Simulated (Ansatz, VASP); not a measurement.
**Two plane-wave programs on NiO2**

```
Ni O
1.0
     2.89406    0.00000    0.00000
    -1.44703    2.50633    0.00000
     0.00000    0.00000    3.83319
Ni O
1 2
Direct
  0.00000 0.00000 0.50000
  0.66667 0.33333 0.75429
  0.33333 0.66667 0.24571
```

Alike in both runs: task single point; functional LDA; k mesh 12 × 12 × 6; occupations gaussian, width 0.05 eV; no spin polarisation.

```csv
,VASP,Ansatz
version,VASP 6.6.1,Ansatz 0.2.0
potentials or method,"VASP PAW LDA potentials, release 64 (Ni_sv_GW, O), cutoff 600 eV","scalar-relativistic, plane waves, PAW"
valence electrons in the cell,30,30
```

|  | VASP | Ansatz | Ansatz less VASP |
| --- | --- | --- | --- |
| gap on the k mesh at the Fermi level (eV) | 0.26 | 0.27 | +0.013 |
| least direct gap on the mesh (eV) | 0.57 | 0.58 | +0.005 |
| pressure (GPa) | -25.8 | -24.9 | +0.85 |
| traceless stress, the component that is largest in VASP (GPa) | 7.81 | 8.41 | +0.601 |
| rms of the force components (eV/Å) | 0.882 | 0.918 | +0.0368 |

LDA's correlation is that of Perdew and Zunger in VASP and of Perdew and Wang (1992) in Ansatz. Atom by atom the forces differ by 0.037 eV/Å (rms over components).
